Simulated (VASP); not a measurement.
A run of VASP 6.6.1 is set up as follows.

The input INCAR:

```
SYSTEM = Rb2GeBr6
ALGO = Normal
EDIFF = 1E-6
ENCUT = 520
GGA = PE
ISIF = 2
ISMEAR = 0
LASPH = .TRUE.
LCHARG = .FALSE.
LREAL = .FALSE.
LWAVE = .FALSE.
NBANDS = 47
NELM = 80
PREC = Accurate
SIGMA = 0.1
```

The input KPOINTS:

```
k-points
0
G
  3 3 4
  0 0 0
```

The input POSCAR:

```
Rb2GeBr6
1.0
    7.3804500000      0.0000000000      0.0000000000
   -3.6902250000      6.3916571900      0.0000000000
    0.0000000000      0.0000000000      6.1995780000
Rb Ge Br
2 1 6
Direct
    0.3333333300      0.6666666700      0.7500000000
    0.6666666700      0.3333333300      0.2500000000
    0.0000000000      0.0000000000      0.5000000000
    0.8333333300      0.6666666700      0.7500000000
    0.3333333300      0.1666666700      0.7500000000
    0.8333333300      0.1666666700      0.7500000000
    0.1666666700      0.3333333300      0.2500000000
    0.6666666700      0.8333333300      0.2500000000
    0.1666666700      0.8333333300      0.2500000000
```

Potentials or basis: VASP PAW PBE potentials, release 64 (Rb_sv, Ge_d, Br).

Command:

```console
$ cat potpaw_PBE.64/Rb_sv/POTCAR potpaw_PBE.64/Ge_d/POTCAR potpaw_PBE.64/Br/POTCAR > POTCAR
$ mpirun -np 1 vasp_std > vasp.out
```

Q: What does it give for the largest force?

A: 0.848 eV/Å.

Q: What does it give for the pressure?

A: -0.6 GPa.

Forces in eV/Å, atoms in the order of the input:
```
Rb   0.000  0.000 -0.155
Rb   0.000  0.000  0.155
Ge   0.000  0.000  0.000
Br   0.000  0.446 -0.721
Br  -0.386 -0.223 -0.721
Br   0.386 -0.223 -0.721
Br   0.000 -0.446  0.721
Br   0.386  0.223  0.721
Br  -0.386  0.223  0.721
```
